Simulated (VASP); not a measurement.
# SiC in VASP: notebook, part 2 of 2

VASP 6.6.1.

### Step 4. Single point, PBE

This run uses another cell than the first one, of 11.76 Å³/atom, 1.077 times its volume.

Input file INCAR:

```
SYSTEM = SiC
ALGO = Normal
EDIFF = 1E-6
ENCUT = 520
GGA = PE
ISIF = 2
ISMEAR = 0
LASPH = .True.
LCHARG = .True.
LELF = .True.
LREAL = .False.
LVHAR = .True.
LWAVE = .False.
NBANDS = 11
NELM = 60
PREC = Accurate
SIGMA = 0.05
```

Input file KPOINTS:

```
k-points
0
Gamma
  12 12 12
  0 0 0
```

Input file POSCAR:

```
SiC
1.0
    0.0000000000      2.2741271860      2.2741271860
    2.2741271860      0.0000000000      2.2741271860
    2.2741271860      2.2741271860      0.0000000000
Si C
1 1
Direct
    0.0000000000      0.0000000000      0.0000000000
    0.7500000000      0.7500000000      0.7500000000
```

Potentials or basis: VASP PAW PBE potentials, release 64 (Si, C).

Command:

```console
$ cat potpaw_PBE.64/Si/POTCAR potpaw_PBE.64/C/POTCAR > POTCAR
$ mpirun -np 1 vasp_std > vasp.out
```

OUTCAR:

```text
SYSTEM = SiC
   EDIFF = 1E-6
   ENCUT = 520
   GGA = PE
   ISIF = 2
   ISMEAR = 0
   LASPH = .True.
   LREAL = .False.
   NELM = 60
   PREC = Accurate

 ion  position               nearest neighbor table
   1  0.000  0.000  0.000-   2 1.97   2 1.97   2 1.97   2 1.97
   2  0.750  0.750  0.750-   1 1.97   1 1.97   1 1.97   1 1.97

  LATTYP: Found a face centered cubic cell.
 ALAT       =     4.5482543720

  Lattice vectors:

 A1 = (   0.0000000000,   2.2741271860,   2.2741271860)
 A2 = (   2.2741271860,   0.0000000000,   2.2741271860)
 A3 = (   2.2741271860,   2.2741271860,   0.0000000000)

Analysis of symmetry for initial positions (statically):
=====================================================================
 Subroutine PRICEL returns:
 Original cell was already a primitive cell.

 Routine SETGRP: Setting up the symmetry group for a
 face centered cubic supercell.

 Subroutine GETGRP returns: Found 24 space group operations
 (whereof 24 operations were pure point group operations)
 out of a pool of 48 trial point group operations.

The static configuration has the point symmetry T_d .

Analysis of symmetry for dynamics (positions and initial velocities):
[... 166 lines left out ...]
 k-point     1 :       0.0000    0.0000    0.0000
  band No.  band energies     occupation
      1      -7.7021      2.00000
      2       6.7309      2.00000
      3       6.7309      2.00000
      4       6.7309      2.00000
      5      11.4814      0.00000
      6      13.2037      0.00000
      7      13.2037      0.00000
      8      13.2037      0.00000
      9      20.5184      0.00000
     10      20.5184      0.00000
     11      21.3257      0.00000
[... 309 lines left out ...]
 k-point    24 :      -0.4167    0.1667    0.0000
  band No.  band energies     occupation
      1      -4.2896      2.00000
      2      -0.6976      2.00000
      3       3.8100      2.00000
      4       5.3031      2.00000
      5      11.4143      0.00000
      6      13.5314      0.00000
      7      14.6158      0.00000
      8      16.7518      0.00000
      9      20.2453      0.00000
     10      21.0861      0.00000
     11      23.4996      0.00000

 [... further k-points ...]
[... 5 lines left out ...]
  --------------------------------------------------------------------------------------
  -------------------------------------------------------------------------------------
  Total       -2.8221558     -2.8221558     -2.8221558     -0.0000000     -0.0000000     -0.0000000
  in kB     -192.2282988   -192.2282988   -192.2282988     -0.0000000     -0.0000000     -0.0000000
  external PRESSURE =    -192.2282988 kB  Pullay stress =       0.0000000 kB

 VOLUME and BASIS-vectors are now :
 -----------------------------------------------------------------------------
  energy-cutoff  :      520.00
  volume of cell :       23.52
      direct lattice vectors                 reciprocal lattice vectors
     0.000000000  2.274127186  2.274127186    -0.219864572  0.219864572  0.219864572
     2.274127186  0.000000000  2.274127186     0.219864572 -0.219864572  0.219864572
     2.274127186  2.274127186  0.000000000     0.219864572  0.219864572 -0.219864572

 POSITION                                       TOTAL-FORCE (eV/Angst)
 -----------------------------------------------------------------------------------
      0.00000      0.00000      0.00000         0.000000     -0.000000     -0.000000
      3.41119      3.41119      3.41119        -0.000000      0.000000      0.000000
 -----------------------------------------------------------------------------------
    total drift:                               -0.000000     -0.000000     -0.000000

  FREE ENERGIE OF THE ION-ELECTRON SYSTEM (eV)
  ---------------------------------------------------
  free  energy   TOTEN  =       -14.8951493697 eV

  energy  without entropy=      -14.8951493697  energy(sigma->0) =      -14.89514937
```

stdout:

```text
POSCAR found type information on POSCAR SiC
 POSCAR found :  2 types and       2 ions
 scaLAPACK will be used
 LDA part: xc-table for (Slater+PW92), standard interpolation
 POSCAR, INCAR and KPOINTS ok, starting setup
 FFT: planning ... GRIDC
 FFT: planning ... GRID_SOFT
 FFT: planning ... GRID
 WAVECAR not read
 entering main loop
```

Run time: 17 s. Hardware: 1 thread of Intel Xeon 8259CL, shared host; peak memory 0.14 GiB.

What came out:

- Free energy: -14.8951 eV
- Pressure: -19.2 GPa
- Band gap on the k mesh: 1.46 eV, indirect (least direct gap 4.40 eV)

A k mesh can miss the band edges.

### Step 5. Single point, PBE

This run uses another cell than the first one, of 9.24 Å³/atom, 0.846 times its volume.

Input file INCAR:

```
SYSTEM = SiC
PREC = Accurate
ENCUT = 520
EDIFF = 1E-6
ISMEAR = 0
SIGMA = 0.05
LREAL = .FALSE.
LASPH = .TRUE.
NELM = 80
ALGO = Normal
ISIF = 2
LWAVE = .FALSE.
LCHARG = .FALSE.
GGA = PE
NBANDS = 11
```

Input file KPOINTS:

```
regular mesh
0
G
  12 12 12
  0 0 0
```

Input file POSCAR:

```
SiC
1.0
    0.0000000000      2.0798662787      2.0798662787
    2.0798662787      0.0000000000      2.0798662787
    2.1174425295      2.1174425295     -0.0375762508
Si C
1 1
Direct
    0.0000000000      0.0000000000      0.0000000000
    0.7500000000      0.7500000000      0.7500000000
```

Potentials or basis: VASP PAW PBE potentials, release 64 (Si, C).

Command:

```console
$ cat potpaw_PBE.64/Si/POTCAR potpaw_PBE.64/C/POTCAR > POTCAR
$ mpirun -np 1 vasp_std > vasp.out
```

OUTCAR:

```text
SYSTEM = SiC
   PREC = Accurate
   ENCUT = 520
   EDIFF = 1E-6
   ISMEAR = 0
   LREAL = .FALSE.
   LASPH = .TRUE.
   NELM = 80
   ISIF = 2
   GGA = PE

 ion  position               nearest neighbor table
   1  0.000  0.000  0.000-   2 1.81   2 1.81   2 1.81   2 1.85
   2  0.750  0.750  0.750-   1 1.81   1 1.81   1 1.81   1 1.85

  LATTYP: Found a trigonal (rhomboedric) cell.
 ALAT       =     2.9947516936
 COS(alpha) =     0.5176645425

  Lattice vectors:

 A1 = (   2.1174425295,   0.0375762508,  -2.1174425295)
 A2 = (   0.0375762508,   2.1174425295,  -2.1174425295)
 A3 = (   2.1174425295,   2.1174425295,  -0.0375762508)

Analysis of symmetry for initial positions (statically):
=====================================================================
 Subroutine PRICEL returns:
 Original cell was already a primitive cell.

 Routine SETGRP: Setting up the symmetry group for a
 trigonal (rhombohedral) supercell.

 Subroutine GETGRP returns: Found  6 space group operations
 (whereof  6 operations were pure point group operations)
 out of a pool of 12 trial point group operations.

The static configuration has the point symmetry C_3v.

Analysis of symmetry for dynamics (positions and initial velocities):
=====================================================================
 Subroutine PRICEL returns:
 Original cell was already a primitive cell.

 Routine SETGRP: Setting up the symmetry group for a
 trigonal (rhombohedral) supercell.

 Subroutine GETGRP returns: Found  6 space group operations
 (whereof  6 operations were pure point group operations)
 out of a pool of 12 trial point group operations.

The dynamic configuration has the point symmetry C_3v.

 Subroutine INISYM returns: Found  6 space group operations
 (whereof  6 operations are pure point group operations),
 and found     1 'primitive' translations

[... 115 lines left out ...]
  volume/ion in A,a.u.               =       9.24        62.36
  Fermi-wavevector in a.u.,A,eV,Ry     =   1.238384  2.340206 20.865810  1.533594
  Thomas-Fermi vector in A             =   2.372911
   LORBIT       =      0    0 simple, 1 ext, 2 COOP (PROOUT), +10 PAW based schemes
   GGA     = PE    functional components
   LHFCALC =     F    Hartree Fock is set to
   AEXX    =    0.0000 exact exchange contribution
   IVDW    =     0    specifies the selected vdW correction
   LEPSILON=     F    determine dielectric tensor
   LRPA    =     F    only Hartree local field effects (RPA)
 non-spin polarized calculation
 Gauss-broadening in eV      SIGMA  =   0.05
  energy-cutoff  :      520.00
  volume of cell :       18.48
 maximum number of plane-waves:       531
 NGX is ok and might be reduce to    24
   NGX = 11   NGY = 11   NGZ = 11

 number of electron       8.0000000 magnetization

 Free energy of the ion-electron system (eV)
  ---------------------------------------------------
  ext. energy  EPLUGINS =         0.00000000
  ---------------------------------------------------
  free energy    TOTEN  =       -14.79446227 eV

  energy without entropy =      -14.79446227  energy(sigma->0) =      -14.79446227

 E-fermi :   9.7735     XC(G=0): -11.8563

 val. band max:        9.4922250417   @ k =   0.0000   0.0000   0.0000
 cond. band min:      10.6552442996   @ k =   0.5000   0.5000  -0.0000
 fundamental gap:      1.1630192579
 Fermi energy:         9.7735332908

 k-point     1 :       0.0000    0.0000    0.0000
  band No.  band energies     occupation
      1      -6.8945      2.00000
      2       9.2851      2.00000
      3       9.4922      2.00000
      4       9.4922      2.00000
      5      16.5119      0.00000
      6      17.6061      0.00000
      7      17.7986      0.00000
      8      17.7986      0.00000
      9      24.6255      0.00000
     10      24.6255      0.00000
     11      27.4099      0.00000
[... 309 lines left out ...]
 k-point    24 :      -0.4167    0.1667   -0.0000
  band No.  band energies     occupation
      1      -2.4647      2.00000
      2       0.8658      2.00000
      3       6.1870      2.00000
      4       7.7647      2.00000
      5      14.7960      0.00000
      6      17.8887      0.00000
      7      18.4978      0.00000
      8      21.7797      0.00000
      9      25.3366      0.00000
     10      25.8448      0.00000
     11      29.0282      0.00000

 [... further k-points ...]
[... 5 lines left out ...]
  --------------------------------------------------------------------------------------
  -------------------------------------------------------------------------------------
  Total        4.0339659      4.0339659      4.0339659     -0.7442060      0.7442060      0.7442060
  in kB      349.6985571    349.6985571    349.6985571    -64.5141190     64.5141190     64.5141190
  external PRESSURE =     349.6985571 kB  Pullay stress =       0.0000000 kB

 VOLUME and BASIS-vectors are now :
 -----------------------------------------------------------------------------
  energy-cutoff  :      520.00
  volume of cell :       18.48
      direct lattice vectors                 reciprocal lattice vectors
     0.000000000  2.079866279  2.079866279    -0.238285754  0.242514386  0.238285754
     2.079866279  0.000000000  2.079866279     0.242514386 -0.238285754  0.238285754
     2.117442529  2.117442529 -0.037576251     0.234057122  0.234057122 -0.234057122

 POSITION                                       TOTAL-FORCE (eV/Angst)
 -----------------------------------------------------------------------------------
      0.00000      0.00000      0.00000         0.245755      0.245755     -0.245755
      3.14798      3.14798      3.09162        -0.245755     -0.245755      0.245755
 -----------------------------------------------------------------------------------
    total drift:                               -0.000121     -0.000121      0.000121

  FREE ENERGIE OF THE ION-ELECTRON SYSTEM (eV)
  ---------------------------------------------------
  free  energy   TOTEN  =       -14.7944622711 eV

  energy  without entropy=      -14.7944622711  energy(sigma->0) =      -14.79446227
```

It took 35 s on 1 thread of Intel Xeon 8259CL, shared host; peak memory 0.16 GiB.

What came out:

| Quantity | Value |
| --- | --- |
| Free energy | -14.7945 eV |
| Pressure | 35.0 GPa |
| Largest force | 0.426 eV/Å |
| Band gap on the k mesh | 1.16 eV, indirect (least direct gap 4.47 eV) |

Forces in eV/Å, atoms in the order of the input:
```
Si   0.246  0.246 -0.246
C   -0.246 -0.246  0.246
```

A k mesh can miss the band edges. PBE gaps usually lie below the measured ones, often by a third to a half.

### Step 6. Single point, PBE

This run uses another cell than the first one, of 9.24 Å³/atom, 0.846 times its volume.

Input file INCAR:

```
  PREC = Accurate
  ENCUT = 520
  EDIFF = 1E-7
  ISMEAR = 0
  SIGMA = 0.05
  LREAL = False
  LASPH = True
  NELM = 80
  ALGO = Normal
  ISIF = 2
  LWAVE = False
  LCHARG = True
  GGA = PE
  LELF = True
  LVHAR = True
  NBANDS = 11
```

Input file KPOINTS:

```
regular mesh
0
Gamma
  12 12 12
```

Input file POSCAR:

```
SiC
1.0
    0.0000000000      2.1172857195      2.1172857195
    2.1172857195      0.0000000000      2.1172857195
    2.0800214909      2.0800214909      0.0372642287
Si C
1 1
Direct
    0.0000000000      0.0000000000      0.0000000000
    0.7500000000      0.7500000000      0.7500000000
```

Potentials or basis: VASP PAW PBE potentials, release 64 (Si, C).

Command:

```console
$ cat potpaw_PBE.64/Si/POTCAR potpaw_PBE.64/C/POTCAR > POTCAR
$ mpirun -np 1 vasp_std > vasp.out
```

It took 48 s on 1 thread of Intel Xeon 8259CL, shared host; peak memory 0.16 GiB.

The run converged. Its results:

```yaml
Free_energy: -14.7939 eV
Pressure: 35.0 GPa
Largest_force: 0.513 eV/Å
Band_gap_on_the_k_mesh: 1.11 eV, indirect (least direct gap 4.47 eV)
```

Forces in eV/Å, atoms in the order of the input:
```
Si  -0.296 -0.296  0.296
C    0.296  0.296 -0.296
```

Stress tensor (GPa, compression positive):
```
34.98  6.73 -6.73
 6.73 34.98 -6.73
-6.73 -6.73 34.98
```

Levels at points of the mesh, in eV from the valence-band top:
| k point | band 2 | band 3 | band 4 | band 5 | band 6 | band 7 |
| --- | --- | --- | --- | --- | --- | --- |
| (0.00, 0.00, 0.00) | -0.18 | -0.18 | 0.00 | 7.22 | 7.79 | 7.79 |
| (0.50, 0.00, 0.00) | -9.32 | -1.16 | -1.11 | 6.48 | 7.46 | 7.90 |
| (0.50, 0.50, 0.00) | -8.29 | -3.68 | -3.36 | 1.11 | 4.64 | 15.15 |
| (0.00, 0.00, 0.50) | -9.23 | -1.36 | -1.36 | 5.96 | 7.32 | 7.32 |

### Step 7. Overview

| cell | gap on the mesh (eV) | pressure (GPa) | largest force (eV/Å) |
| --- | --- | --- | --- |
| a = 3.138 Å, angles 60.0°, 2 atoms | 1.41 | -7.7 | - |
| a = 3.177 Å, angles 60.0°, 2 atoms | 1.44 | -14.1 | - |
| a = 3.216 Å, angles 60.0°, 2 atoms | 1.46 | -19.2 | - |
| a = 2.941, b = 2.941, c = 2.995 Å, angles 60.6, 60.6, 60.0°, 2 atoms | 1.16 | 35.0 | 0.43 |
| a = 2.994, b = 2.994, c = 2.942 Å, angles 59.4, 59.4, 60.0°, 2 atoms | 1.11 | 35.0 | 0.51 |

Alike in all rows: task single point; level PBE; potentials or basis VASP PAW PBE potentials, release 64 (Si, C); no spin polarisation; k mesh 12 × 12 × 12; cutoff (eV) 520; smearing gaussian 0.05 eV.

Absolute energies hang on the potentials; compare differences alone.
